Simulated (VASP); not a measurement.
# BP (rocksalt type) (Fm-3m) in VASP: further runs, part 2 of 2

VASP 6.6.1. The steps go on from the part before.

### Step 3. Single point, PBE

The input, INCAR:

```
ALGO = Normal ; EDIFF = 1E-6
ENCUT = 520 ; GGA = PE
ISIF = 2 ; ISMEAR = -1
LASPH = T ; LCHARG = F
LREAL = F ; LWAVE = F
NBANDS = 11 ; NELM = 80
PREC = Accurate ; SIGMA = 0.05
```

The input, KPOINTS:

```
k-points
0
Gamma
  16 16 16
```

The input, POSCAR:

```
BP
1.0
    0.0000000000      2.1597997177      2.1597997177
    2.1597997177      0.0000000000      2.1597997177
    2.1597997177      2.1597997177      0.0000000000
B P
1 1
Direct
    0.0000000000      0.0000000000      0.0000000000
    0.5000000000      0.5000000000      0.5000000000
```

Potentials or basis: VASP PAW PBE potentials, release 64 (B, P).

On the command line:

```
$ cat potpaw_PBE.64/B/POTCAR potpaw_PBE.64/P/POTCAR > POTCAR
$ mpirun -np 1 vasp_std > vasp.out
```

OUTCAR:

```text
EDIFF = 1E-6
   ENCUT = 520
   GGA = PE
   ISIF = 2
   ISMEAR = -1
   LASPH = T
   LREAL = F
   NELM = 80
   PREC = Accurate

 ion  position               nearest neighbor table
   1  0.000  0.000  0.000-   2 2.16   2 2.16   2 2.16   2 2.16   2 2.16   2 2.16
   2  0.500  0.500  0.500-   1 2.16   1 2.16   1 2.16   1 2.16   1 2.16   1 2.16

  LATTYP: Found a face centered cubic cell.
 ALAT       =     4.3195994354

  Lattice vectors:

 A1 = (   0.0000000000,   2.1597997177,   2.1597997177)
 A2 = (   2.1597997177,   0.0000000000,   2.1597997177)
 A3 = (   2.1597997177,   2.1597997177,   0.0000000000)

Analysis of symmetry for initial positions (statically):
=====================================================================
 Subroutine PRICEL returns:
 Original cell was already a primitive cell.

 Routine SETGRP: Setting up the symmetry group for a
 face centered cubic supercell.

 Subroutine GETGRP returns: Found 48 space group operations
 (whereof 48 operations were pure point group operations)
 out of a pool of 48 trial point group operations.

[... 170 lines left out ...]
      1      -7.2067      2.00000
      2       9.7141      0.80972
      3       9.7141      0.80972
      4       9.7141      0.80972
      5      16.2191      0.00000
      6      17.6280      0.00000
      7      17.6280      0.00000
      8      17.6280      0.00000
      9      18.3262      0.00000
     10      18.3262      0.00000
     11      18.3262      0.00000
[... 309 lines left out ...]
 k-point    24 :      -0.0625    0.0625    0.0000
  band No.  band energies     occupation
      1      -6.9848      2.00000
      2       8.6418      2.00000
      3       9.0924      1.99999
      4       9.9303      0.01786
      5      16.2797      0.00000
      6      16.4341      0.00000
      7      17.4006      0.00000
      8      17.5501      0.00000
      9      17.8654      0.00000
     10      18.5026      0.00000
     11      18.7906      0.00000

 [... further k-points ...]

------------------------ aborting loop because EDIFF is reached ----------------------------------------

  FORCE on cell =-STRESS in cart. coord.  units (eV):
  Direction    XX          YY          ZZ          XY          YZ          ZX
  --------------------------------------------------------------------------------------
  -------------------------------------------------------------------------------------
  Total       -0.0286064     -0.0286064     -0.0286064     -0.0000000      0.0000000      0.0000000
  in kB       -2.2745898     -2.2745898     -2.2745898     -0.0000000      0.0000000      0.0000000
  external PRESSURE =      -2.2745898 kB  Pullay stress =       0.0000000 kB

 VOLUME and BASIS-vectors are now :
 -----------------------------------------------------------------------------
  energy-cutoff  :      520.00
  volume of cell :       20.15
      direct lattice vectors                 reciprocal lattice vectors
     0.000000000  2.159799718  2.159799718    -0.231502947  0.231502947  0.231502947
     2.159799718  0.000000000  2.159799718     0.231502947 -0.231502947  0.231502947
     2.159799718  2.159799718  0.000000000     0.231502947  0.231502947 -0.231502947

 POSITION                                       TOTAL-FORCE (eV/Angst)
 -----------------------------------------------------------------------------------
      0.00000      0.00000      0.00000        -0.000000     -0.000000      0.000000
      2.15980      2.15980      2.15980         0.000000      0.000000     -0.000000
 -----------------------------------------------------------------------------------
    total drift:                                0.000000     -0.000000     -0.000000

  FREE ENERGIE OF THE ION-ELECTRON SYSTEM (eV)
  ---------------------------------------------------
  free  energy   TOTEN  =       -10.8077883849 eV

  energy  without entropy=      -10.8025563291  energy(sigma->0) =      -10.80517236
```

stdout:

```text
POSCAR found type information on POSCAR B P
 POSCAR found :  2 types and       2 ions
 scaLAPACK will be used
 LDA part: xc-table for (Slater+PW92), standard interpolation
 POSCAR, INCAR and KPOINTS ok, starting setup
 FFT: planning ... GRIDC
 FFT: planning ... GRID_SOFT
 FFT: planning ... GRID
 WAVECAR not read
 entering main loop
```

It took 11 s on 1 thread of Intel Xeon 6975P-C, shared host; peak memory 0.15 GiB.

Results:

| Quantity | Value |
| --- | --- |
| Free energy | -10.8078 eV |
| Pressure | -0.2 GPa |
| Band gap on the k mesh | zero (band 4 reaches 11.03 eV, above the bottom of band 5 at 6.90 eV) |

Levels at points of the mesh, in eV from the Fermi level:
```
           k point  band 2  band 3  band 4  band 5  band 6  band 7
(0.00, 0.00, 0.00)    0.02    0.02    0.02    6.52    7.93    7.93
(0.50, 0.00, 0.00)  -10.60    0.67    0.67    1.17    1.17    5.10
(0.50, 0.50, 0.00)   -9.00   -4.23   -4.23   -2.80    2.63   12.04
```

### Step 4. Relaxation of cell and atoms, PBE

This run uses another cell than the first one, of 11.12 Å³/atom, 1.104 times its volume.

The input, INCAR:

```
SYSTEM = BP
PREC = Accurate
ENCUT = 600
EDIFF = 1E-6
ISMEAR = -1
SIGMA = 0.05
LREAL = .FALSE.
LASPH = .TRUE.
NELM = 100
ALGO = Normal
ISIF = 3
LWAVE = .FALSE.
LCHARG = .FALSE.
GGA = PE
IBRION = 2
NSW = 100
EDIFFG = -0.005
```

The input, KPOINTS:

```
regular mesh
0
G
  16 16 16
  0 0 0
```

The input, POSCAR:

```
BP
1.0
    0.0000000000      2.2322827293      2.2322827293
    2.2322827293      0.0000000000      2.2322827293
    2.2322827293      2.2322827293      0.0000000000
B P
1 1
Direct
    0.0000000000      0.0000000000      0.0000000000
    0.5000000000      0.5000000000      0.5000000000
```

On the command line:

```
$ cat potpaw_PBE.64/B/POTCAR potpaw_PBE.64/P/POTCAR > POTCAR
$ mpirun -np 1 vasp_std > vasp.out
```

Wall time 42 s (1 thread of Intel Xeon 6975P-C, shared host); peak memory 0.18 GiB.

The run converged. Its results:

```yaml
Free_energy: -10.8094 eV
Relaxed_volume: 10.06 Å³/atom
Relaxed_cell: a = 3.053 Å, b = 3.053 Å, c = 3.053 Å, α = 60.00°, β = 60.00°, γ = 60.00°
Space_group_after_relaxing_to_0.05_Å: Fm-3m (No. 225)
Energy_gained_by_relaxing: 48.0 meV/atom
Ionic_steps: 3
Pressure_after_relaxing: 0.0 GPa
Band_gap_on_the_k_mesh: zero (band 4 reaches 11.05 eV, above the bottom of band 5 at 6.92 eV)
```

Step by step:
```csv
step,energy change (eV),largest force (eV/Å),pressure (GPa),volume (Å³)
1,0.0000,0.0000,-13.29,22.25
2,-0.0823,0.0000,6.38,19.41
3,-0.0961,0.0000,0.01,20.12
```

Final structure:
```xyz
2
Lattice="0.0000 2.1587 2.1587 2.1587 0.0000 2.1587 2.1587 2.1587 0.0000" Properties=species:S:1:pos:R:3 pbc="T T T"
B     0.0000    0.0000    0.0000
P     2.1587    2.1587    2.1587
```

Levels at points of the mesh, in eV from the Fermi level:
```tsv
k point	band 1	band 2	band 3	band 4	band 5	band 6	band 7	band 8
(0.00, 0.00, 0.00)	-16.92	0.02	0.02	0.02	6.55	7.93	7.93	7.93
(0.50, 0.00, 0.00)	-12.45	-10.61	0.66	0.66	1.17	1.17	5.11	7.10
(0.50, 0.50, 0.00)	-10.59	-9.01	-4.24	-4.24	-2.80	2.62	12.05	12.05
```

### Step 5. Single point, PBE (volume scaled by 0.9405)

The input, INCAR:

```
SYSTEM = BP
PREC = Accurate
ENCUT = 520
EDIFF = 1E-6
ISMEAR = -1
SIGMA = 0.05
LREAL = .False.
LASPH = .True.
NELM = 100
ALGO = Normal
ISIF = 2
LWAVE = .False.
LCHARG = .False.
GGA = PE
NBANDS = 11
```

The input, KPOINTS:

```
Automatic mesh
0
Gamma
  16 16 16
  0 0 0
```

The input, POSCAR:

```
BP
1.0
    0.0000000000      2.1160848610      2.1160848610
    2.1160848610      0.0000000000      2.1160848610
    2.1160848610      2.1160848610      0.0000000000
B P
1 1
Direct
    0.0000000000      0.0000000000      0.0000000000
    0.5000000000      0.5000000000      0.5000000000
```

On the command line:

```
$ cat potpaw_PBE.64/B/POTCAR potpaw_PBE.64/P/POTCAR > POTCAR
$ mpirun -np 1 vasp_std > vasp.out
```

Run time: 22 s. Hardware: 1 thread of AMD EPYC 7R13 (Zen 3), shared host; peak memory 0.12 GiB.

It converged, with:

| Item | Value |
| --- | --- |
| Free energy | -10.7689 eV |
| Pressure | 11.1 GPa |
| Band gap on the k mesh | zero (band 4 reaches 11.86 eV, above the bottom of band 5 at 7.93 eV) |

Levels at points of the mesh, in eV from the Fermi level:
```tsv
k point	band 1	band 2	band 3	band 4	band 5	band 6	band 7	band 8
(0.00, 0.00, 0.00)	-17.63	0.00	0.00	0.00	7.58	7.83	7.83	7.83
(0.50, 0.00, 0.00)	-12.91	-11.14	0.49	0.49	1.23	1.23	5.44	7.51
(0.50, 0.50, 0.00)	-10.86	-9.61	-4.54	-4.54	-2.67	2.28	12.74	12.74
```

Caveat: the cell differs from its parent crystal (volume scaled by 0.9405).

### Step 6. Single point, PBE (volume scaled by 0.97)

The input, INCAR:

```
PREC = Accurate
ENCUT = 520
EDIFF = 1E-7
ISMEAR = -1
SIGMA = 0.05
LREAL = False
LASPH = True
NELM = 60
ALGO = Normal
ISIF = 2
LWAVE = False
LCHARG = False
GGA = PE
NBANDS = 11
```

The input, KPOINTS:

```
Automatic mesh
0
Gamma
  16 16 16
```

The input, POSCAR:

```
BP
1.0
    0.0000000000      2.1379820678      2.1379820678
    2.1379820678      0.0000000000      2.1379820678
    2.1379820678      2.1379820678      0.0000000000
B P
1 1
Direct
    0.0000000000      0.0000000000      0.0000000000
    0.5000000000      0.5000000000      0.5000000000
```

Potentials or basis: VASP PAW PBE potentials, release 64 (B, P).

On the command line:

```
$ cat potpaw_PBE.64/B/POTCAR potpaw_PBE.64/P/POTCAR > POTCAR
$ mpirun -np 1 vasp_std > vasp.out
```

Wall time 27 s (1 thread of AMD EPYC 7R13 (Zen 3), shared host); peak memory 0.12 GiB.

Results (log left out):

- Free energy: -10.7987 eV
- Pressure: 5.0 GPa
- Band gap on the k mesh: zero (band 4 reaches 11.42 eV, above the bottom of band 5 at 7.40 eV)

Levels at points of the mesh, in eV from the Fermi level:
| k point | band 2 | band 3 | band 4 | band 5 | band 6 | band 7 |
| --- | --- | --- | --- | --- | --- | --- |
| (0.00, 0.00, 0.00) | 0.01 | 0.01 | 0.01 | 7.04 | 7.89 | 7.89 |
| (0.50, 0.00, 0.00) | -10.86 | 0.58 | 0.58 | 1.20 | 1.20 | 5.27 |
| (0.50, 0.50, 0.00) | -9.30 | -4.38 | -4.38 | -2.74 | 2.46 | 12.38 |

Caveat: the cell differs from its parent crystal (volume scaled by 0.97).

### Step 7. The runs side by side

```tsv
task	cell	cutoff (eV)	gap on the mesh (eV)	pressure (GPa)
single point	a = 3.054 Å, angles 60.0°, 2 atoms	520	none	-0.2
relaxation of cell and atoms	relaxed from a = 3.157 Å, angles 60.0°, 2 atoms	600	none	0.0
single point	a = 2.993 Å, angles 60.0°, 2 atoms	520	none	11.1
single point	a = 3.024 Å, angles 60.0°, 2 atoms	520	none	5.0
```

Alike in all rows: level PBE; potentials or basis VASP PAW PBE potentials, release 64 (B, P); no spin polarisation; k mesh 16 × 16 × 16; smearing fermi-dirac 0.05 eV.

Total energies depend on the potentials used, so only differences within one code and one set of settings carry meaning.
